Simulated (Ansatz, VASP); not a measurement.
**Two plane-wave programs on AlN**

```xyz
4
Lattice="3.1130 0.0000 0.0000 -1.5565 2.6959 0.0000 0.0000 0.0000 4.9810" Properties=species:S:1:pos:R:3 pbc="T T T"
Al    0.0000    1.7973    0.0000
Al    1.5565    0.8986    2.4905
N     0.0000    1.7973    1.8928
N     1.5565    0.8986    4.3833
```

Alike in both runs: task relaxation of cell and atoms; functional LDA; k mesh 9 × 9 × 6; no spin polarisation.

|  | VASP | Ansatz |
| --- | --- | --- |
| version | VASP 6.6.1 | Ansatz 0.2.0 |
| potentials or method | VASP PAW LDA potentials, release 64 (Al, N) | scalar-relativistic, plane waves, PAW |
| plane-wave cutoff (eV) | 600 | 420 |
| occupations | gaussian, width 0.01 eV | fixed |
| valence electrons in the cell | 16 | 16 |

```csv
,VASP,Ansatz,Ansatz less VASP
"gap on the k mesh at the Fermi level, each at its own relaxed structure (eV)",4.40,4.42,+0.015
relaxed volume (Å³/atom),10.24,10.21,-0.026
relaxed length of the cell vector where the two differ most in proportion (Å),4.948,4.943,-0.0043
```

LDA's correlation is that of Perdew and Zunger in VASP and of Perdew and Wang (1992) in Ansatz.
